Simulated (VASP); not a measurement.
# TiN (Fm-3m) in VASP: single point with PBE+U

Aim: the single point of TiN with PBE+U.

Everything below comes from runs of VASP 6.6.1. Logs are shortened: lines on timing, memory, paths and dates and some standing lists are left out, and cuts for length are marked.

### 1 The cell of the first run

It takes space group Fm-3m (No. 225, cubic). The conventional cell has a = 4.244 Å, b = 4.244 Å, c = 4.244 Å, α = 90.00°, β = 90.00°, γ = 90.00°. Ti (site symmetry m-3m) has 6 N at 2.12 Å within 2.8 Å. N (site symmetry m-3m) has 6 Ti at 2.12 Å within 2.8 Å.

### 2 Single point, PBE+U, collinear spin

The input, INCAR:

```
SYSTEM = TiN
PREC = Accurate ; ENCUT = 1330
EDIFF = 1E-6 ; ISMEAR = -1
SIGMA = 0.05 ; LREAL = .False.
LASPH = .True. ; NELM = 200
ALGO = Normal ; ISIF = 2
LWAVE = .False. ; LCHARG = .False.
ISPIN = 2 ; MAGMOM = 1 0
LORBIT = 11 ; LMAXMIX = 4
LDAU = .True. ; LDAUTYPE = 2
LDAUL = 2 -1 ; LDAUU = 4 0
LDAUJ = 0 0 ; LDAUPRINT = 1
GGA = PE ; NBANDS = 20
GGA_COMPAT = .False.
```

The input, KPOINTS:

```
regular mesh
0
Gamma
  9 9 9
  0 0 0
```

The input, POSCAR:

```
TiN
1.0
    0.0000000000      2.1220000000      2.1220000000
    2.1220000000      0.0000000000      2.1220000000
    2.1220000000      2.1220000000      0.0000000000
Ti N
1 1
Direct
    0.0000000000      0.0000000000      0.0000000000
    0.5000000000      0.5000000000      0.5000000000
```

Potentials or basis: VASP PAW PBE potentials, release 64 (Ti_sv, N_h).

On the command line:

```bash
$ cat potpaw_PBE.64/Ti_sv/POTCAR potpaw_PBE.64/N_h/POTCAR > POTCAR
$ mpirun -np 1 vasp_std > vasp.out
```

OUTCAR:

```text
SYSTEM = TiN
   PREC = Accurate
   ENCUT = 1330
   EDIFF = 1E-6
   ISMEAR = -1
   LREAL = .False.
   LASPH = .True.
   NELM = 200
   ISIF = 2
   ISPIN = 2
   LORBIT = 11
   GGA = PE

 ion  position               nearest neighbor table
   1  0.000  0.000  0.000-   2 2.12   2 2.12   2 2.12   2 2.12   2 2.12   2 2.12
   2  0.500  0.500  0.500-   1 2.12   1 2.12   1 2.12   1 2.12   1 2.12   1 2.12

  LATTYP: Found a face centered cubic cell.
 ALAT       =     4.2440000000

  Lattice vectors:

 A1 = (   0.0000000000,   2.1220000000,   2.1220000000)
 A2 = (   2.1220000000,   0.0000000000,   2.1220000000)
 A3 = (   2.1220000000,   2.1220000000,   0.0000000000)

Analysis of symmetry for initial positions (statically):
=====================================================================
 Subroutine PRICEL returns:
 Original cell was already a primitive cell.

 Routine SETGRP: Setting up the symmetry group for a
 face centered cubic supercell.

 Subroutine GETGRP returns: Found 48 space group operations
 (whereof 48 operations were pure point group operations)
 out of a pool of 48 trial point group operations.

The static configuration has the point symmetry O_h .

Analysis of symmetry for dynamics (positions and initial velocities):
=====================================================================
 Subroutine PRICEL returns:
 Original cell was already a primitive cell.

 Routine SETGRP: Setting up the symmetry group for a
 face centered cubic supercell.

 Subroutine GETGRP returns: Found 48 space group operations
 (whereof 48 operations were pure point group operations)
 out of a pool of 48 trial point group operations.

The dynamic configuration has the point symmetry O_h .

Analysis of structural, dynamic, and magnetic symmetry:
=====================================================================
 Subroutine PRICEL returns:
 Original cell was already a primitive cell.

 Routine SETGRP: Setting up the symmetry group for a
 face centered cubic supercell.

 Subroutine GETGRP returns: Found 48 space group operations
 (whereof 48 operations were pure point group operations)
 out of a pool of 48 trial point group operations.

The overall configuration has the point symmetry O_h .

 Subroutine INISYM returns: Found 48 space group operations
 (whereof 48 operations are pure point group operations),
 and found     1 'primitive' translations

----------------------------------------------------------------------------------------

                                     Primitive cell

  volume of cell :      19.1102

  direct lattice vectors                    reciprocal lattice vectors
     0.000000000  2.122000000  2.122000000    -0.235626767  0.235626767  0.235626767
     2.122000000  0.000000000  2.122000000     0.235626767 -0.235626767  0.235626767
     2.122000000  2.122000000  0.000000000     0.235626767  0.235626767 -0.235626767

  length of vectors
     3.000961179  3.000961179  3.000961179     0.408117532  0.408117532  0.408117532

  position of ions in fractional coordinates (direct lattice)
     0.000000000  0.000000000  0.000000000
     0.500000000  0.500000000  0.500000000

  ion indices of the primitive-cell ions
   primitive index   ion index
                 1           1
                 2           2

----------------------------------------------------------------------------------------

 KPOINTS: regular mesh

Automatic generation of k-mesh.
 Grid dimensions read from file:
 generate k-points for:    9    9    9

 Generating k-lattice:

  Cartesian coordinates                     Fractional coordinates (reciprocal lattice)
    -0.026180752  0.026180752  0.026180752     0.111111111  0.000000000  0.000000000
     0.026180752 -0.026180752  0.026180752     0.000000000  0.111111111  0.000000000
     0.026180752  0.026180752 -0.026180752     0.000000000  0.000000000  0.111111111

  Length of vectors
     0.045346392  0.045346392  0.045346392

  Shift w.r.t. Gamma in fractional coordinates (k-lattice)
     0.000000000  0.000000000  0.000000000

 Subroutine IBZKPT returns following result:
 ===========================================

 Found     35 irreducible k-points:

 Following reciprocal coordinates:
            Coordinates               Weight
  0.000000  0.000000  0.000000      1.000000
  0.111111  0.000000  0.000000      8.000000
  0.222222  0.000000  0.000000      8.000000
  0.333333  0.000000  0.000000      8.000000
  0.444444  0.000000  0.000000      8.000000
  0.111111  0.111111  0.000000      6.000000
[... 16 lines left out ...]
 -0.333333  0.333333  0.000000     12.000000
  0.444444  0.444444  0.000000      6.000000
 [... further k-points ...]
   k-points           NKPTS =     35   k-points in BZ     NKDIM =     35   number of bands    NBANDS=     20
   number of dos      NEDOS =    301   number of ions     NIONS =      2
   total plane-waves  NPLWV =  46656
   dimension x,y,z NGX =    36 NGY =   36 NGZ =   36
   dimension x,y,z NGXF=    72 NGYF=   72 NGZF=   72
   ions per type =               1   1
   NGX,Y,Z   is equivalent  to a cutoff of  19.94, 19.94, 19.94 a.u.
   NGXF,Y,Z  is equivalent  to a cutoff of  39.89, 39.89, 39.89 a.u.
 SYSTEM =  TiN
   PREC   = accura    normal or accurate (medium, high low for compatibility)
   ISTART =      0    job   : 0-new  1-cont  2-samecut
   ICHARG =      2    charge: 1-file 2-atom 10-const
   ISPIN  =      2    spin polarized calculation?
   LNONCOLLINEAR =      F non collinear calculations
   LSORBIT =      F    spin-orbit coupling
   LASPH  =      T    aspherical Exc in radial PAW
   ENCUT  = 1330.0 eV  97.75 Ry    9.89 a.u.   8.92  8.92  8.92*2*pi/ulx,y,z
   NELM   =    200;   NELMIN=  2; NELMDL= -5     # of ELM steps
   EDIFF  = 0.1E-05   stopping-criterion for ELM
   LREAL  =      F    real-space projection
[... 7 lines left out ...]
   TEBEG  =    0.0;   TEEND  =   0.0 temperature during run
   PSTRESS=    0.0 pullay stress
   NELECT =      17.0000    total number of electrons
   NUPDOWN=      -1.0000    fix difference up-down
   EMIN   =  10.00;   EMAX   =-10.00  energy-range for DOS
   EFERMI =   0.00;   METHOD = LEGACY
   ISMEAR =    -1;   SIGMA  =   0.05  broadening in eV -4-tet -1-fermi 0-gaus
   EFERMI_NEDOS =   21; number of points for ismear=-14 and -15
   IALGO  =     38    algorithm
   IMIX   =      4    mixing-type and parameters
     AMIX     =   0.40;   BMIX     =  1.00
     AMIX_MAG =   1.60;   BMIX_MAG =  1.00
  volume/ion in A,a.u.               =       9.56        64.48
  Fermi-wavevector in a.u.,A,eV,Ry     =   1.574475  2.975326 33.728454  2.478971
  Thomas-Fermi vector in A             =   2.675604
   LORBIT       =     11    0 simple, 1 ext, 2 COOP (PROOUT), +10 PAW based schemes
 LDA+U is selected, type is set to LDAUTYPE =  2
   angular momentum for each species LDAUL =     2   -1
   U (eV)           for each species LDAUU =   4.0  0.0
   J (eV)           for each species LDAUJ =   0.0  0.0
   GGA     = PE    functional components
   LHFCALC =     F    Hartree Fock is set to
   AEXX    =    0.0000 exact exchange contribution
   IVDW    =     0    specifies the selected vdW correction
   LEPSILON=     F    determine dielectric tensor
   LRPA    =     F    only Hartree local field effects (RPA)
 spin polarized calculation
  energy-cutoff  :     1330.00
  volume of cell :       19.11
 maximum number of plane-waves:      2128
   NGX = 17   NGY = 17   NGZ = 17

 number of electron      17.0000000 magnetization      -0.0000132

atom =   1  type =  1  l = 2

 onsite density matrix

spin component  1

  0.1814 -0.0000 -0.0000  0.0000 -0.0000
 -0.0000  0.1814  0.0000  0.0000 -0.0000
 -0.0000  0.0000  0.1945 -0.0000  0.0000
  0.0000  0.0000 -0.0000  0.1814  0.0000
 -0.0000 -0.0000  0.0000  0.0000  0.1945

spin component  2

  0.1814 -0.0000 -0.0000  0.0000 -0.0000
 -0.0000  0.1814  0.0000  0.0000 -0.0000
 -0.0000  0.0000  0.1945 -0.0000  0.0000
  0.0000  0.0000 -0.0000  0.1814  0.0000
 -0.0000 -0.0000  0.0000  0.0000  0.1945

 occupancies and eigenvectors

  o =  0.1814  v =  0.0000  0.0000  0.0000  0.0000  0.0000  1.0000  0.0000  0.0000  0.0000  0.0000      0.0000  0.0000  0.0000  0.0000  0.0000  0.0000  0.0000  0.0000  0.0000  0.0000
  o =  0.1814  v =  0.0000  0.0000  0.0000  0.0000  0.0000  0.0000 -0.8453  0.0000  0.5343 -0.0000      0.0000  0.0000  0.0000  0.0000  0.0000  0.0000  0.0000  0.0000  0.0000  0.0000
  o =  0.1814  v =  0.0000  0.0000  0.0000  0.0000  0.0000  0.0000  0.5343 -0.0000  0.8453  0.0000      0.0000  0.0000  0.0000  0.0000  0.0000  0.0000  0.0000  0.0000  0.0000  0.0000
  o =  0.1814  v =  1.0000  0.0000  0.0000  0.0000  0.0000  0.0000  0.0000  0.0000  0.0000  0.0000      0.0000  0.0000  0.0000  0.0000  0.0000  0.0000  0.0000  0.0000  0.0000  0.0000
  o =  0.1814  v =  0.0000  0.6080 -0.0000 -0.7939  0.0000  0.0000  0.0000  0.0000  0.0000  0.0000      0.0000  0.0000  0.0000  0.0000  0.0000  0.0000  0.0000  0.0000  0.0000  0.0000
  o =  0.1814  v =  0.0000 -0.7939  0.0000 -0.6080  0.0000  0.0000  0.0000  0.0000  0.0000  0.0000      0.0000  0.0000  0.0000  0.0000  0.0000  0.0000  0.0000  0.0000  0.0000  0.0000
  o =  0.1945  v =  0.0000  0.0000  0.0000  0.0000  0.0000  0.0000  0.0000  0.0004  0.0000 -1.0000      0.0000  0.0000  0.0000  0.0000  0.0000  0.0000  0.0000  0.0000  0.0000  0.0000
  o =  0.1945  v =  0.0000  0.0000  0.0000  0.0000  0.0000  0.0000  0.0000  1.0000 -0.0000  0.0004      0.0000  0.0000  0.0000  0.0000  0.0000  0.0000  0.0000  0.0000  0.0000  0.0000
  o =  0.1945  v =  0.0000 -0.0000  0.0056 -0.0000 -1.0000  0.0000  0.0000  0.0000  0.0000  0.0000      0.0000  0.0000  0.0000  0.0000  0.0000  0.0000  0.0000  0.0000  0.0000  0.0000
  o =  0.1945  v =  0.0000  0.0000  1.0000 -0.0000  0.0056  0.0000  0.0000  0.0000  0.0000  0.0000      0.0000  0.0000  0.0000  0.0000  0.0000  0.0000  0.0000  0.0000  0.0000  0.0000

 number of electron      17.0000000 magnetization       0.0000412

 Free energy of the ion-electron system (eV)
  ---------------------------------------------------
  ext. energy  EPLUGINS =         0.00000000
  ---------------------------------------------------
  free energy    TOTEN  =       -16.53830167 eV

  energy without entropy =      -16.53169187  energy(sigma->0) =      -16.53499677

 E-fermi :  12.3783     XC(G=0): -13.0447

 val. band max:       12.3253946181   @ k =   0.1111   0.0000   0.0000
 cond. band min:      12.4463418375   @ k =   0.4444   0.2222   0.1111
 fundamental gap:      0.1209472193
 Fermi energy:        12.3783493627

 spin component 1

 k-point     1 :       0.0000    0.0000    0.0000
  band No.  band energies     occupation
      1     -46.6213      1.00000
      2     -22.5741      1.00000
      3     -22.5741      1.00000
      4     -22.5741      1.00000
      5      -5.1036      1.00000
      6      10.0358      1.00000
[... 12 lines left out ...]
     19      39.3020      0.00000
     20      39.3137      0.00000
[... 507 lines left out ...]
 k-point    24 :       0.4444    0.4444    0.0000
  band No.  band energies     occupation
      1     -46.5028      1.00000
      2     -23.0708      1.00000
      3     -22.7643      1.00000
      4     -22.7643      1.00000
      5      -3.5121      1.00000
      6       5.9908      1.00000
[... 12 lines left out ...]
     19      37.9073      0.00000
     20      40.7721      0.00000

 [... further k-points ...]

 spin component 2

 k-point     1 :       0.0000    0.0000    0.0000
  band No.  band energies     occupation
      1     -46.6213      1.00000
      2     -22.5741      1.00000
      3     -22.5741      1.00000
      4     -22.5741      1.00000
      5      -5.1034      1.00000
      6      10.0358      1.00000
[... 12 lines left out ...]
     19      39.3024      0.00000
     20      39.3054      0.00000
[... 507 lines left out ...]
 k-point    24 :       0.4444    0.4444    0.0000
  band No.  band energies     occupation
      1     -46.5027      1.00000
      2     -23.0708      1.00000
      3     -22.7644      1.00000
      4     -22.7644      1.00000
      5      -3.5120      1.00000
      6       5.9909      1.00000
[... 12 lines left out ...]
     19      37.9074      0.00000
     20      40.7722      0.00000

 [... further k-points ...]
[... 5 lines left out ...]
  --------------------------------------------------------------------------------------
  -------------------------------------------------------------------------------------
  Total        1.5755983      1.5755983      1.5755983     -0.0000000      0.0000000      0.0000000
  in kB      132.0960867    132.0960867    132.0960867     -0.0000000      0.0000000      0.0000000
  external PRESSURE =     132.0960867 kB  Pullay stress =       0.0000000 kB

 VOLUME and BASIS-vectors are now :
 -----------------------------------------------------------------------------
  energy-cutoff  :     1330.00
  volume of cell :       19.11
      direct lattice vectors                 reciprocal lattice vectors
     0.000000000  2.122000000  2.122000000    -0.235626767  0.235626767  0.235626767
     2.122000000  0.000000000  2.122000000     0.235626767 -0.235626767  0.235626767
     2.122000000  2.122000000  0.000000000     0.235626767  0.235626767 -0.235626767

 POSITION                                       TOTAL-FORCE (eV/Angst)
 -----------------------------------------------------------------------------------
      0.00000      0.00000      0.00000         0.000000      0.000000     -0.000000
      2.12200      2.12200      2.12200         0.000000      0.000000      0.000000
 -----------------------------------------------------------------------------------
    total drift:                                0.000000      0.000000      0.000000

  FREE ENERGIE OF THE ION-ELECTRON SYSTEM (eV)
  ---------------------------------------------------
  free  energy   TOTEN  =       -16.5383016683 eV

  energy  without entropy=      -16.5316918677  energy(sigma->0) =      -16.53499677

 total charge

# of ion       s       p       d       tot
------------------------------------------
    1        2.194   6.244   1.838  10.276
    2        0.719   1.518   0.000   2.237
--------------------------------------------------
tot          2.913   7.762   1.838  12.513

 magnetization (x)

# of ion       s       p       d       tot
------------------------------------------
    1        0.000  -0.000  -0.000  -0.000
    2        0.000   0.000   0.000   0.000
--------------------------------------------------
tot          0.000  -0.000  -0.000  -0.000
```

It took 40 s on 1 thread of Intel Xeon 6975P-C (Granite Rapids), shared host; peak memory 0.29 GiB.

What came out:

| Quantity | Value |
| --- | --- |
| Free energy | -16.5383 eV |
| Pressure | 13.2 GPa |
| Net moment | 0.00 μB per cell |
| Valence electrons inside the program's atomic spheres | Ti 10.28; N 2.24 |

Eigenvalues of the final occupation matrices:
| site | spin | trace | eigenvalues |
| --- | --- | --- | --- |
| site 1 d | 1 | 0.93 | 0.18 0.18 0.18 0.19 0.19 |
| site 1 d | 2 | 0.93 | 0.18 0.18 0.18 0.19 0.19 |

Caveat: the cell stands under pressure.
